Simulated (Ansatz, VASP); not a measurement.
PbF2 in VASP and in Ansatz

Contents of INCAR:

```
SYSTEM = PbF2
ALGO = Normal
EDIFF = 1E-6
ENCUT = 600
GGA = PE
GGA_COMPAT = .False.
ISIF = 2
ISMEAR = 0
LASPH = .True.
LCHARG = .False.
LREAL = .False.
LWAVE = .False.
NBANDS = 21
NELM = 120
PREC = Accurate
SIGMA = 0.1
```

The input KPOINTS:

```
k-points
0
Gamma
  6 6 6
  0 0 0
```

The input POSCAR:

```
PbF2
1.0
    0.0000000000      2.9698479669      2.9698479669
    2.9698479669      0.0000000000      2.9698479669
    2.9698479669      2.9698479669      0.0000000000
Pb F
1 2
Direct
    0.0000000000      0.0000000000      0.0000000000
    0.2500000000      0.2500000000      0.2500000000
    0.7500000000      0.7500000000      0.7500000000
```

Input for Ansatz:

```yaml
crystal:
  lattice:
    - [0.0, 2.9698479669, 2.9698479669]
    - [2.9698479669, 0.0, 2.9698479669]
    - [2.9698479669, 2.9698479669, 0.0]
  atoms:
    - { symbol: Pb, position: [0.0, 0.0, 0.0] }
    - { symbol: F, position: [0.25, 0.25, 0.25] }
    - { symbol: F, position: [0.75, 0.75, 0.75] }
basis:
  ecutwfc: 420
kpoints:
  mp_grid: { grid: [6, 6, 6] }
hamiltonian:
  xc: pbe
scf:
  occupations: { method: gaussian, width: 0.1 }
output:
  forces: true
  stress: true
  eigenvalues: true
```

Alike in both runs: task single point; functional PBE; k mesh 6 × 6 × 6; occupations gaussian, width 0.1 eV; no spin polarisation.

```csv
,VASP,Ansatz
version,VASP 6.6.1,Ansatz 0.2.0
potentials or method,"VASP PAW PBE potentials, release 64 (Pb_d, F), cutoff 600 eV","scalar-relativistic, plane waves, PAW"
valence electrons in the cell,28,28
```

```csv
,VASP,Ansatz,Ansatz less VASP
gap on the k mesh at the Fermi level (eV),4.44,4.44,+0.003
least direct gap on the mesh (eV),4.56,4.57,+0.001
pressure (GPa),1.9,2.2,+0.25
```

Neither program's run includes spin-orbit coupling.
